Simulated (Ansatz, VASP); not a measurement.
## Two plane-wave programs on Ge

The input INCAR:

```
SYSTEM = Ge
ALGO     = Normal         ! electronic algorithm
EDIFF    = 1E-6           ! SCF threshold, eV
ENCUT    = 520            ! plane-wave cutoff, eV
GGA      = PS             ! functional
ISIF     = 2              ! what is computed and relaxed
ISMEAR   = 0              ! smearing method
LASPH    = .TRUE.         ! aspherical terms in the spheres
LCHARG   = .FALSE.        ! write CHGCAR
LREAL    = .FALSE.        ! projectors in reciprocal space
LWAVE    = .FALSE.        ! write WAVECAR
NBANDS   = 21             ! bands
NELM     = 100            ! most SCF steps
PREC     = Accurate       ! precision mode
SIGMA    = 0.15           ! smearing width, eV
```

The input KPOINTS:

```
k-points
0
G
  20 20 20
  0 0 0
```

File POSCAR:

```
Ge
1.0
   -2.4457652330      2.4457652330      1.4323479593
    2.4457652330     -2.4457652330      1.4323479593
    2.4457652330      2.4457652330     -1.4323479593
Ge
2
Direct
    0.2500000000      0.7500000000      0.5000000000
    0.5000000000      0.5000000000      0.0000000000
```

Input for Ansatz:

```yaml
crystal:
  lattice:
    - [-2.445765233, 2.445765233, 1.4323479593]
    - [2.445765233, -2.445765233, 1.4323479593]
    - [2.445765233, 2.445765233, -1.4323479593]
  atoms:
    - { symbol: Ge, position: [0.25, 0.75, 0.5] }
    - { symbol: Ge, position: [0.5, 0.5, 0.0] }
basis:
  ecutwfc: 420
kpoints:
  mp_grid: { grid: [20, 20, 20] }
hamiltonian:
  xc: pbesol
scf:
  occupations: { method: gaussian, width: 0.15 }
output:
  forces: true
  stress: true
  eigenvalues: true
```

Change from the starting cell: strain -0.050 along x and y, +0.025 along z, atoms carried along.

Alike in both runs: task single point; functional PBEsol; k mesh 20 × 20 × 20; occupations gaussian, width 0.15 eV; no spin polarisation.

|  | VASP | Ansatz |
| --- | --- | --- |
| version | VASP 6.6.1 | Ansatz 0.2.0 |
| potentials or method | VASP PAW PBE potentials, release 64 (Ge_d), cutoff 520 eV | scalar-relativistic, plane waves, PAW |
| valence electrons in the cell | 28 | 28 |

Ansatz gave:

| Property | Result |
| --- | --- |
| gap on the k mesh at the Fermi level (eV) | none |
| pressure (GPa) | 7.0 |
| traceless stress, the component that is largest in VASP (GPa) | -4.14 |

Task: Estimate VASP's values.

Result: gap on the k mesh at the Fermi level (eV): none; pressure (GPa): 6.9; traceless stress, the component that is largest in VASP (GPa): -4.08.

VASP's potentials were made for PBE, not for PBEsol. A gap of «none» marks a metal or a gap that the smearing closes. The functional is the same, so the differences come from potentials, cutoffs and numerics.
